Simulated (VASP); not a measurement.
# C (Fd-3m) in VASP: notebook

The runs below take C through single point, with r2SCAN, PBE.

Program: VASP 6.6.1. These are calculated values, not measurements. Logs are shortened: lines on timing, memory, paths and dates and some standing lists are left out, and cuts for length are marked.

### Step 1. The cell of the first run

Symmetry: Fd-3m, No. 227, cubic system. The conventional cell has a = 3.619 Å, b = 3.619 Å, c = 3.619 Å, α = 90.00°, β = 90.00°, γ = 90.00°. C (site symmetry -43m) has 4 C at 1.57 Å within 2.1 Å.

### Step 2. Single point, r2SCAN

Input file POSCAR:

```
C
1.0
    0.0000000000      1.8095758250      1.8095758250
    1.8095758250      0.0000000000      1.8095758250
    1.8095758250      1.8095758250      0.0000000000
C
2
Direct
    0.0000000000      0.0000000000      0.0000000000
    0.2500000000      0.2500000000      0.2500000000
```

Input file INCAR.step1:

```
SYSTEM = C
ALGO = Normal
EDIFF = 1E-4
ENCUT = 520
GGA = PE
ISMEAR = -1
LASPH = .True.
LCHARG = .False.
LREAL = .False.
LWAVE = .True.
NBANDS = 11
NELM = 80
PREC = Accurate
SIGMA = 0.1
```

Input file INCAR.step2:

```
SYSTEM = C
ALGO = Normal
EDIFF = 1E-6
ENCUT = 520
ISIF = 2
ISMEAR = -1
ISTART = 1
LASPH = .True.
LCHARG = .False.
LMIXTAU = .True.
LREAL = .False.
LWAVE = .False.
METAGGA = R2SCAN
NBANDS = 11
NELM = 80
PREC = Accurate
SIGMA = 0.1
```

Input file KPOINTS:

```
k-points
0
Gamma
  16 16 16
  0 0 0
```

Potentials or basis: VASP PAW PBE potentials, release 64 (C).

Run with:

```sh
cat potpaw_PBE.64/C/POTCAR > POTCAR
cp INCAR.step1 INCAR
mpirun -np 1 vasp_std > vasp.out
cp INCAR.step2 INCAR
mpirun -np 1 vasp_std > vasp.out
```

OUTCAR:

```text
SYSTEM = C
   EDIFF = 1E-6
   ENCUT = 520
   ISIF = 2
   ISMEAR = -1
   ISTART = 1
   LASPH = .True.
   LREAL = .False.
   METAGGA = R2SCAN
   NELM = 80
   PREC = Accurate

 ion  position               nearest neighbor table
   1  0.000  0.000  0.000-   2 1.57   2 1.57   2 1.57   2 1.57
   2  0.250  0.250  0.250-   1 1.57   1 1.57   1 1.57   1 1.57

  LATTYP: Found a face centered cubic cell.
 ALAT       =     3.6191516500

  Lattice vectors:

 A1 = (   0.0000000000,   1.8095758250,   1.8095758250)
 A2 = (   1.8095758250,   0.0000000000,   1.8095758250)
 A3 = (   1.8095758250,   1.8095758250,   0.0000000000)

Analysis of symmetry for initial positions (statically):
=====================================================================
 Subroutine PRICEL returns:
 Original cell was already a primitive cell.

 Routine SETGRP: Setting up the symmetry group for a
 face centered cubic supercell.

 Subroutine GETGRP returns: Found 48 space group operations
 (whereof 24 operations were pure point group operations)
 out of a pool of 48 trial point group operations.

The static configuration has the point symmetry T_d .
 The point group associated with its full space group is O_h .

Analysis of symmetry for dynamics (positions and initial velocities):
=====================================================================
 Subroutine PRICEL returns:
 Original cell was already a primitive cell.

 Routine SETGRP: Setting up the symmetry group for a
 face centered cubic supercell.

 Subroutine GETGRP returns: Found 48 space group operations
 (whereof 24 operations were pure point group operations)
 out of a pool of 48 trial point group operations.

The dynamic configuration has the point symmetry T_d .
 The point group associated with its full space group is O_h .

 Subroutine INISYM returns: Found 48 space group operations
 (whereof 24 operations are pure point group operations),
 and found     1 'primitive' translations

----------------------------------------------------------------------------------------

                                     Primitive cell

  volume of cell :      11.8511

  direct lattice vectors                    reciprocal lattice vectors
     0.000000000  1.809575825  1.809575825    -0.276307847  0.276307847  0.276307847
     1.809575825  0.000000000  1.809575825     0.276307847 -0.276307847  0.276307847
     1.809575825  1.809575825  0.000000000     0.276307847  0.276307847 -0.276307847

  length of vectors
     2.559126674  2.559126674  2.559126674     0.478579229  0.478579229  0.478579229
[... 83 lines left out ...]
   EDIFFG = 0.1E-04   stopping-criterion for IOM
   NSW    =      0    number of steps for IOM
   IBRION =     -1    ionic relax: 0-MD 1-quasi-New 2-CG
   NFREE  =      0    steps in history (QN), initial steepest desc. (CG)
   ISIF   =      2    stress and relaxation
   ISYM   =      2    0-nonsym 1-usesym 2-fastsym
   POTIM  = 0.5000    time-step for ionic-motion
   TEBEG  =    0.0;   TEEND  =   0.0 temperature during run
   PSTRESS=    0.0 pullay stress
   NELECT =       8.0000    total number of electrons
   NUPDOWN=      -1.0000    fix difference up-down
   EMIN   =  10.00;   EMAX   =-10.00  energy-range for DOS
   EFERMI =   0.00;   METHOD = LEGACY
   ISMEAR =    -1;   SIGMA  =   0.10  broadening in eV -4-tet -1-fermi 0-gaus
   EFERMI_NEDOS =   21; number of points for ismear=-14 and -15
   IALGO  =     38    algorithm
   IMIX   =      4    mixing-type and parameters
     AMIX     =   0.40;   BMIX     =  1.00
     AMIX_MAG =   1.60;   BMIX_MAG =  1.00
  volume/ion in A,a.u.               =       5.93        39.99
  Fermi-wavevector in a.u.,A,eV,Ry     =   1.436100  2.713836 28.060431  2.062383
  Thomas-Fermi vector in A             =   2.555326
   LORBIT       =      0    0 simple, 1 ext, 2 COOP (PROOUT), +10 PAW based schemes
   METAGGA = R2SCAN    functional components
   LHFCALC =     F    Hartree Fock is set to
   AEXX    =    0.0000 exact exchange contribution
   IVDW    =     0    specifies the selected vdW correction
   LEPSILON=     F    determine dielectric tensor
   LRPA    =     F    only Hartree local field effects (RPA)
 non-spin polarized calculation
  energy-cutoff  :      520.00
  volume of cell :       11.85
 maximum number of plane-waves:       332
   NGX =  9   NGY =  9   NGZ =  9

 number of electron       8.0000001 magnetization

 Free energy of the ion-electron system (eV)
  ---------------------------------------------------
  ext. energy  EPLUGINS =         0.00000000
  ---------------------------------------------------
  free energy    TOTEN  =       -19.62457890 eV

  energy without entropy =      -19.62457890  energy(sigma->0) =      -19.62457890

 E-fermi :  10.9731     XC(G=0): -14.0192

 val. band max:        9.0871910119   @ k =   0.0000   0.0000   0.0000
 cond. band min:      13.3141178060   @ k =   0.3750   0.3750   0.0000
 fundamental gap:      4.2269267941
 Fermi energy:        10.9731362173

 k-point     1 :       0.0000    0.0000    0.0000
  band No.  band energies     occupation
      1     -13.0116      2.00000
      2       9.0872      2.00000
      3       9.0872      2.00000
      4       9.0872      2.00000
      5      14.8023      0.00000
      6      14.8023      0.00000
      7      14.8024      0.00000
      8      21.8709      0.00000
      9      28.8879      0.00000
     10      35.9956      0.00000
     11      35.9956      0.00000
[... 309 lines left out ...]
 k-point    24 :      -0.0625    0.0625    0.0000
  band No.  band energies     occupation
      1     -12.7193      2.00000
      2       7.5992      2.00000
      3       8.0001      2.00000
      4       8.9008      2.00000
      5      15.1006      0.00000
      6      15.6304      0.00000
      7      15.9166      0.00000
      8      22.1937      0.00000
      9      29.3884      0.00000
     10      32.7800      0.00000
     11      34.0827      0.00000

 [... further k-points ...]
[... 5 lines left out ...]
  --------------------------------------------------------------------------------------
  -------------------------------------------------------------------------------------
  Total       -1.4294506     -1.4294506     -1.4294506      0.0000000      0.0000000      0.0000000
  in kB     -193.2499413   -193.2499413   -193.2499413      0.0000000      0.0000000      0.0000000
  external PRESSURE =    -193.2499413 kB  Pullay stress =       0.0000000 kB

 VOLUME and BASIS-vectors are now :
 -----------------------------------------------------------------------------
  energy-cutoff  :      520.00
  volume of cell :       11.85
      direct lattice vectors                 reciprocal lattice vectors
     0.000000000  1.809575825  1.809575825    -0.276307847  0.276307847  0.276307847
     1.809575825  0.000000000  1.809575825     0.276307847 -0.276307847  0.276307847
     1.809575825  1.809575825  0.000000000     0.276307847  0.276307847 -0.276307847

 POSITION                                       TOTAL-FORCE (eV/Angst)
 -----------------------------------------------------------------------------------
      0.00000      0.00000      0.00000         0.000000      0.000000     -0.000000
      0.90479      0.90479      0.90479        -0.000000     -0.000000      0.000000
 -----------------------------------------------------------------------------------
    total drift:                                0.000000      0.000000      0.000000

  FREE ENERGIE OF THE ION-ELECTRON SYSTEM (eV)
  ---------------------------------------------------
  free  energy   TOTEN  =       -19.6245789038 eV

  energy  without entropy=      -19.6245789038  energy(sigma->0) =      -19.62457890
```

OUTCAR.step1:

```text
SYSTEM = C
   EDIFF = 1E-4
   ENCUT = 520
   GGA = PE
   ISMEAR = -1
[... 559 lines left out ...]
      0.00000      0.00000      0.00000        -0.000000      0.000000      0.000000
      0.90479      0.90479      0.90479         0.000000     -0.000000     -0.000000
 -----------------------------------------------------------------------------------
    total drift:                                0.000000      0.000000      0.000000

  FREE ENERGIE OF THE ION-ELECTRON SYSTEM (eV)
  ---------------------------------------------------
  free  energy   TOTEN  =       -18.1644023005 eV

  energy  without entropy=      -18.1644023005  energy(sigma->0) =      -18.16440230
```

Wall time 40 s (1 thread of Intel Xeon Platinum 8488C (Sapphire Rapids), shared host); peak memory 0.13 GiB.

Results:

| Item | Value |
| --- | --- |
| Free energy | -19.6246 eV |
| Pressure | -19.3 GPa |
| Band gap on the k mesh | 4.23 eV, indirect (least direct gap 5.72 eV) |

Levels at points of the mesh, in eV from the valence-band top:
| k point | band 1 | band 2 | band 3 | band 4 | band 5 | band 6 | band 7 | band 8 |
| --- | --- | --- | --- | --- | --- | --- | --- | --- |
| (0.00, 0.00, 0.00) | -22.10 | 0.00 | 0.00 | 0.00 | 5.72 | 5.72 | 5.72 | 12.78 |
| (0.50, 0.00, 0.00) | -16.40 | -13.56 | -2.86 | -2.86 | 8.52 | 8.69 | 8.69 | 16.26 |
| (0.50, 0.50, 0.00) | -13.27 | -13.27 | -6.39 | -6.39 | 4.90 | 4.90 | 17.19 | 17.19 |

Caveat: the PAW data sets were made with another functional, which shifts forces and pressure a little.

### Step 3. Single point, PBE

This run uses another cell than the first one, of 5.36 Å³/atom, 0.904 times its volume.

Input file INCAR:

```
SYSTEM = C
PREC = Accurate ; ENCUT = 520
EDIFF = 1E-6 ; ISMEAR = -1
SIGMA = 0.06122561905347299 ; LREAL = .False.
LASPH = .True. ; NELM = 100
ALGO = Normal ; ISIF = 2
LWAVE = .False. ; LCHARG = .False.
GGA = PE ; NBANDS = 11
```

Input file KPOINTS:

```
Automatic mesh
0
Gamma
  26 26 26
  0 0 0
```

Input file POSCAR:

```
C
1.0
    0.0000000000      1.7496114966      1.7496114966
    1.7496114966      0.0000000000      1.7496114966
    1.7496114966      1.7496114966      0.0000000000
C
2
Direct
    0.0000000000      0.0000000000      0.0000000000
    0.2500000000      0.2500000000      0.2500000000
```

Potentials or basis: VASP PAW PBE potentials, release 64 (C).

Run with:

```sh
cat potpaw_PBE.64/C/POTCAR > POTCAR
mpirun -np 1 vasp_std > vasp.out
```

Run time: 26 s. Hardware: 1 thread of Intel Xeon Platinum 8488C (Sapphire Rapids), shared host; peak memory 0.15 GiB.

Results (log left out):

```yaml
Free_energy: -18.1214 eV
Pressure: 30.7 GPa
Band_gap_on_the_k_mesh: 4.27 eV, indirect (least direct gap 5.75 eV)
```

Levels at points of the mesh, in eV from the valence-band top:
| k point | band 2 | band 3 | band 4 | band 5 | band 6 | band 7 |
| --- | --- | --- | --- | --- | --- | --- |
| (0.00, 0.00, 0.00) | 0.00 | 0.00 | 0.00 | 5.75 | 5.75 | 5.75 |
| (0.50, 0.00, 0.00) | -14.02 | -2.95 | -2.95 | 8.70 | 8.70 | 9.64 |
| (0.50, 0.50, 0.00) | -13.18 | -6.65 | -6.65 | 4.88 | 4.88 | 17.70 |

A k mesh can miss the band edges. Expect the measured gap to be larger: semilocal functionals such as PBE lack the derivative discontinuity.

### Step 4. Single point, PBE

This run uses another cell than the first one, of 5.47 Å³/atom, 0.923 times its volume.

Input file INCAR:

```
SYSTEM = C
PREC = Accurate
ENCUT = 520
EDIFF = 1E-6
ISMEAR = -1
SIGMA = 0.06122561905347299
LREAL = .FALSE.
LASPH = .TRUE.
NELM = 80
ALGO = Normal
ISIF = 2
LWAVE = .FALSE.
LCHARG = .FALSE.
GGA = PE
NBANDS = 11
```

Input file KPOINTS:

```
Automatic mesh
0
G
  26 26 26
  0 0 0
```

Input file POSCAR:

```
C
1.0
    0.0000000000      1.7619331103      1.7619331103
    1.7619331103      0.0000000000      1.7619331103
    1.7619331103      1.7619331103      0.0000000000
C
2
Direct
    0.0000000000      0.0000000000      0.0000000000
    0.2500000000      0.2500000000      0.2500000000
```

Run with:

```sh
cat potpaw_PBE.64/C/POTCAR > POTCAR
mpirun -np 1 vasp_std > vasp.out
```

It took 53 s on 1 thread of Intel Xeon Platinum 8488C (Sapphire Rapids), shared host; peak memory 0.16 GiB.

It converged, with:

* Free energy: -18.1574 eV
* Pressure: 19.6 GPa
* Band gap on the k mesh: 4.22 eV, indirect (least direct gap 5.69 eV)

Levels at points of the mesh, in eV from the valence-band top:
```
           k point  band 1  band 2  band 3  band 4  band 5  band 6  band 7  band 8  band 9
(0.00, 0.00, 0.00)  -21.97    0.00    0.00    0.00    5.69    5.69    5.69   14.17   19.77
(0.50, 0.00, 0.00)  -15.98  -13.78   -2.89   -2.89    8.61    8.61    9.35   16.03   22.43
(0.50, 0.50, 0.00)  -13.02  -13.02   -6.52   -6.52    4.83    4.83   17.37   17.37   23.92
```

A k mesh can miss the band edges. Expect the measured gap to be larger: semilocal functionals such as PBE lack the derivative discontinuity.

### Step 5. The runs side by side

```tsv
level	cell	k mesh	smearing	gap on the mesh (eV)	pressure (GPa)
r2SCAN	a = 2.559 Å, angles 60.0°, 2 atoms	16 × 16 × 16	fermi-dirac 0.1 eV	4.23	-19.3
PBE	a = 2.474 Å, angles 60.0°, 2 atoms	26 × 26 × 26	fermi-dirac 0.0612256 eV	4.27	30.7
PBE	a = 2.492 Å, angles 60.0°, 2 atoms	26 × 26 × 26	fermi-dirac 0.0612256 eV	4.22	19.6
```

Alike in all rows: task single point; potentials or basis VASP PAW PBE potentials, release 64 (C); no spin polarisation; cutoff (eV) 520.

Caveats: the PAW data sets were made with another functional, which shifts forces and pressure a little (some runs).

Total energies depend on the potentials used, so only differences within one code and one set of settings carry meaning.
